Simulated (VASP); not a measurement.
# HgTe (I-4m2) in VASP: settings compared, part 2 of 2

VASP 6.6.1. Earlier steps stand in the parts before.

**4. Relaxation of cell and atoms, PBEsol+D4**

Contents of INCAR:

```
SYSTEM = HgTe
PREC     = Accurate       ! precision mode
ENCUT    = 600            ! plane-wave cutoff, eV
EDIFF    = 1E-6           ! SCF threshold, eV
ISMEAR   = -1             ! smearing method
SIGMA    = 0.05           ! smearing width, eV
LREAL    = .FALSE.        ! projectors in reciprocal space
LASPH    = .TRUE.         ! aspherical terms in the spheres
NELM     = 100            ! most SCF steps
ALGO     = Normal         ! electronic algorithm
ISIF     = 3              ! what is computed and relaxed
LWAVE    = .FALSE.        ! write WAVECAR
LCHARG   = .FALSE.        ! write CHGCAR
GGA      = PS             ! functional
IVDW     = 13             ! dispersion correction
IBRION   = 2              ! ionic algorithm
NSW      = 80             ! ionic steps
EDIFFG   = -0.02          ! ionic threshold
```

Contents of KPOINTS:

```
Automatic mesh
0
G
  10 10 10
  0 0 0
```

Contents of POSCAR:

```
HgTe
1.0
   -3.0456030000      3.0456030000      1.5594100000
    3.0456030000     -3.0456030000      1.5594100000
    3.0456030000      3.0456030000     -1.5594100000
Hg Te
1 1
Direct
    0.7500000000      0.2500000000      0.5000000000
    0.0000000000      0.0000000000      0.0000000000
```

Potentials or basis: VASP PAW PBE potentials, release 64 (Hg, Te).

Run with:

```
cat potpaw_PBE.64/Hg/POTCAR potpaw_PBE.64/Te/POTCAR > POTCAR
mpirun -np 1 vasp_std > vasp.out
```

OUTCAR:

```text
SYSTEM = HgTe
   PREC = Accurate
   ENCUT = 600
   EDIFF = 1E-6
   ISMEAR = -1
   LREAL = .FALSE.
   LASPH = .TRUE.
   NELM = 100
   ISIF = 3
   GGA = PS
   IVDW = 13
   IBRION = 2
   NSW = 80
   EDIFFG = -0.02

 ion  position               nearest neighbor table
   1  0.750  0.250  0.500-   2 3.14   2 3.14   2 3.14   2 3.14
   2  0.000  0.000  0.000-   1 3.14   1 3.14   1 3.14   1 3.14

  LATTYP: Found a body centered tetragonal cell.
 ALAT       =     6.0912060000
 C/A-ratio  =     0.5120201156

  Lattice vectors:

 A1 = (  -3.0456030000,   3.0456030000,   1.5594100000)
 A2 = (   3.0456030000,  -3.0456030000,   1.5594100000)
 A3 = (   3.0456030000,   3.0456030000,  -1.5594100000)

Analysis of symmetry for initial positions (statically):
=====================================================================
[... 164 lines left out ...]

 number of electron      17.9999999 magnetization

 Free energy of the ion-electron system (eV)
  ---------------------------------------------------
  ext. energy  EPLUGINS =         0.00000000
  ---------------------------------------------------
  free energy    TOTEN  =        -4.04695664 eV

  energy without entropy =       -4.03677080  energy(sigma->0) =       -4.04186372

 E-fermi :   4.2262     XC(G=0):  -9.9928

 val. band max:        4.2168171537   @ k =   0.2000   0.1000  -0.0000
 cond. band min:       4.2523004870   @ k =  -0.4000   0.5000   0.1000
 fundamental gap:      0.0354833333
 Fermi energy:         4.2262478639
[... 1016 lines left out ...]
--------------------------------------- Ionic step        7  -------------------------------------------

 number of electron      18.0000001 magnetization

 Free energy of the ion-electron system (eV)
  ---------------------------------------------------
  ext. energy  EPLUGINS =         0.00000000
  ---------------------------------------------------
  free energy    TOTEN  =        -4.14284330 eV

  energy without entropy =       -4.13809949  energy(sigma->0) =       -4.14047139

 E-fermi :   5.5966     XC(G=0): -10.5235

 val. band max:        5.5940479344   @ k =  -0.2000  -0.2000   0.1000
 cond. band min:       5.6142221769   @ k =   0.2000   0.0000   0.0000
 fundamental gap:      0.0201742426
 Fermi energy:         5.5966485080
[... 417 lines left out ...]
  FREE ENERGIE OF THE ION-ELECTRON SYSTEM (eV)
  ---------------------------------------------------
  free  energy   TOTEN  =        -4.7241669318 eV

  energy  without entropy=       -4.7194231217  energy(sigma->0) =       -4.72179503

 reached required accuracy - stopping structural energy minimisation
```

It took 3.8 min on 1 thread of Intel Xeon 6975P-C (Granite Rapids), shared host; peak memory 0.33 GiB.

What came out:

- Free energy: -4.7242 eV
- Relaxed volume: 25.94 Å³/atom
- Relaxed cell: a = 4.347 Å, b = 4.347 Å, c = 4.347 Å, α = 97.61°, β = 97.61°, γ = 137.31°
- Space group after relaxing (to 0.1 Å): I-4m2 (No. 119)
- Energy gained by relaxing: 76.8 meV/atom
- Ionic steps: 7
- Pressure after relaxing: -0.1 GPa
- Band gap on the k mesh: zero (bands 9 and 10 overlap by 4.25 eV)
- Dispersion energy per atom: -0.291 eV

Step by step:
```csv
step,energy change (eV),largest force (eV/Å),pressure (GPa),volume (Å³)
1,0.0000,0.0000,-4.58,57.86
2,-0.1330,0.0000,0.96,51.17
3,-0.1330,0.0000,0.92,51.20
4,-0.1519,0.0000,0.81,51.23
5,-0.1520,0.0000,0.80,51.23
6,-0.1532,0.0000,-0.34,52.18
7,-0.1536,0.0000,-0.07,51.87
```

Final structure:
```cif
data_structure
_symmetry_space_group_name_H-M 'P 1'
_symmetry_Int_Tables_number 1
_cell_length_a 4.3470
_cell_length_b 4.3470
_cell_length_c 4.3470
_cell_angle_alpha 97.612
_cell_angle_beta 97.612
_cell_angle_gamma 137.312
_cell_volume 51.87
loop_
_atom_site_label
_atom_site_type_symbol
_atom_site_fract_x
_atom_site_fract_y
_atom_site_fract_z
_atom_site_occupancy
Hg1 Hg 0.75000 0.25000 0.50000 1
Te1 Te 0.00000 0.00000 0.00000 1
```

Caveat: the PAW data sets were made with another functional, which shifts forces and pressure a little; spin-orbit coupling is left out, which moves the levels of the heavy elements.

**5. Single point, PBEsol+D3(BJ)**

This run uses another cell than the first one, of 25.37 Å³/atom.

Contents of INCAR:

```
SYSTEM = HgTe
  PREC = Accurate
  ENCUT = 520
  EDIFF = 1E-6
  ISMEAR = -1
  SIGMA = 0.05
  LREAL = .False.
  LASPH = .True.
  NELM = 60
  ALGO = Normal
  ISIF = 2
  LWAVE = .False.
  LCHARG = .False.
  GGA = PS
  IVDW = 12
  NBANDS = 16
```

Contents of KPOINTS:

```
regular mesh
0
Gamma
  10 10 10
  0 0 0
```

Contents of POSCAR:

```
HgTe
1.0
   -2.8417728959      2.8417728959      1.5708296148
    2.8417728959     -2.8417728959      1.5708296148
    2.8417728959      2.8417728959     -1.5708296148
Hg Te
1 1
Direct
    0.7500000000      0.2500000000      0.5000000000
    0.0000000000      0.0000000000      0.0000000000
```

Potentials or basis: VASP PAW PBE potentials, release 64 (Hg, Te).

Run with:

```
cat potpaw_PBE.64/Hg/POTCAR potpaw_PBE.64/Te/POTCAR > POTCAR
mpirun -np 1 vasp_std > vasp.out
```

OUTCAR:

```text
SYSTEM = HgTe
   PREC = Accurate
   ENCUT = 520
   EDIFF = 1E-6
   ISMEAR = -1
   LREAL = .False.
   LASPH = .True.
   NELM = 60
   ISIF = 2
   GGA = PS
   IVDW = 12
 IVDW          = 12

 ion  position               nearest neighbor table
   1  0.750  0.250  0.500-   2 2.95   2 2.95   2 2.95   2 2.95   2 3.69   2 3.69   2 3.69   2 3.69

   2  0.000  0.000  0.000-   1 2.95   1 2.95   1 2.95   1 2.95   1 3.69   1 3.69   1 3.69   1 3.69

  LATTYP: Found a body centered tetragonal cell.
 ALAT       =     5.6835457918
 C/A-ratio  =     0.5527639514

  Lattice vectors:

 A1 = (  -2.8417728959,   2.8417728959,   1.5708296148)
[... 642 lines left out ...]

 Edisp (eV)   -0.92836

 E8    (eV) :    -0.6291

  FORCE on cell =-STRESS in cart. coord.  units (eV):
  Direction    XX          YY          ZZ          XY          YZ          ZX
  --------------------------------------------------------------------------------------
  -------------------------------------------------------------------------------------
  Total       0.06976     0.06976     0.05461     0.00000    -0.00000     0.00000
  in kB       2.20277     2.20277     1.72438     0.00000    -0.00000     0.00000
  external pressure =        2.04 kB  Pullay stress =        0.00 kB

 VOLUME and BASIS-vectors are now :
 -----------------------------------------------------------------------------
  energy-cutoff  :      520.00
  volume of cell :       50.74
      direct lattice vectors                 reciprocal lattice vectors
    -2.841772896  2.841772896  1.570829615     0.000000000  0.175946502  0.318303141
     2.841772896 -2.841772896  1.570829615     0.175946502  0.000000000  0.318303141
     2.841772896  2.841772896 -1.570829615     0.175946502  0.175946502  0.000000000

 POSITION                                       TOTAL-FORCE (eV/Angst)
 -----------------------------------------------------------------------------------
      0.00000      2.84177      0.78541         0.000000     -0.000000      0.000000
      0.00000      0.00000      0.00000        -0.000000      0.000000     -0.000000
 -----------------------------------------------------------------------------------
    total drift:                               -0.000000      0.000000     -0.000000

  FREE ENERGIE OF THE ION-ELECTRON SYSTEM (eV)
  ---------------------------------------------------
  free  energy   TOTEN  =        -5.0535212869 eV

  energy  without entropy=       -5.0489991677  energy(sigma->0) =       -5.05126023
```

stdout:

```text
POSCAR found type information on POSCAR HgTe
 POSCAR found :  2 types and       2 ions
 scaLAPACK will be used
 -----------------------------------------------------------------------------
|                                                                             |
|                                                                             |
|     You enforced a specific xc type in the INCAR file but a different       |
|     I HOPE YOU KNOW WHAT YOU ARE DOING!                                     |
|                                                                             |
 -----------------------------------------------------------------------------

 LDA part: xc-table for (Slater+PW92), standard interpolation
 POSCAR, INCAR and KPOINTS ok, starting setup
 FFT: planning ... GRIDC
 FFT: planning ... GRID_SOFT
 FFT: planning ... GRID
 WAVECAR not read
 entering main loop
```

Run time: 36 s. Hardware: 1 thread of AMD EPYC 9R45 (Zen 5), shared host; peak memory 0.22 GiB.

Results:

```
Free energy                : -5.0535 eV
Pressure                   : 0.2 GPa
Band gap on the k mesh     : zero (bands 9 and 10 overlap by 4.28 eV)
Dispersion energy per atom : -0.464 eV
```

Levels at points of the mesh, in eV from the Fermi level:
```
           k point  band 6  band 7  band 8  band 9  band 10  band 11  band 12  band 13
(0.00, 0.00, 0.00)   -6.80   -3.05   -2.70   -2.70     3.04     4.62     7.86     7.86
(0.50, 0.00, 0.00)   -6.84   -4.97   -2.35   -1.67    -0.63     3.40     3.63     6.16
(0.50, 0.50, 0.00)   -6.67   -6.65   -0.57    2.06     2.30     2.51     3.42     8.29
(0.50, 0.50, 0.50)   -6.33   -5.21   -5.21   -4.85     2.49     6.07     9.60     9.60
```

Caveat: the PAW data sets were made with another functional, which shifts forces and pressure a little; spin-orbit coupling is left out, which moves the levels of the heavy elements.

**6. Overview**

| task | level | cell | cutoff (eV) | gap on the mesh (eV) | pressure (GPa) | relaxed volume (Å³/atom) |
| --- | --- | --- | --- | --- | --- | --- |
| relaxation of cell and atoms | PBEsol | relaxed from a = 4.581 Å, angles 96.7, 96.7, 140.2°, 2 atoms | 600 | none | -0.1 | 26.69 |
| relaxation of cell and atoms | PBEsol+D3(BJ) | relaxed from a = 4.581 Å, angles 96.7, 96.7, 140.2°, 2 atoms | 600 | none | -0.1 | 25.46 |
| relaxation of cell and atoms | PBEsol+D4 | relaxed from a = 4.581 Å, angles 96.7, 96.7, 140.2°, 2 atoms | 600 | none | -0.1 | 25.94 |
| single point | PBEsol+D3(BJ) | a = 4.315 Å, angles 97.6, 97.6, 137.3°, 2 atoms | 520 | none | 0.2 | - |

Alike in all rows: potentials or basis VASP PAW PBE potentials, release 64 (Hg, Te); no spin polarisation; k mesh 10 × 10 × 10; smearing fermi-dirac 0.05 eV.

Caveats: the PAW data sets were made with another functional, which shifts forces and pressure a little; spin-orbit coupling is left out, which moves the levels of the heavy elements.

Total energies depend on the potentials used, so only differences within one code and one set of settings carry meaning.
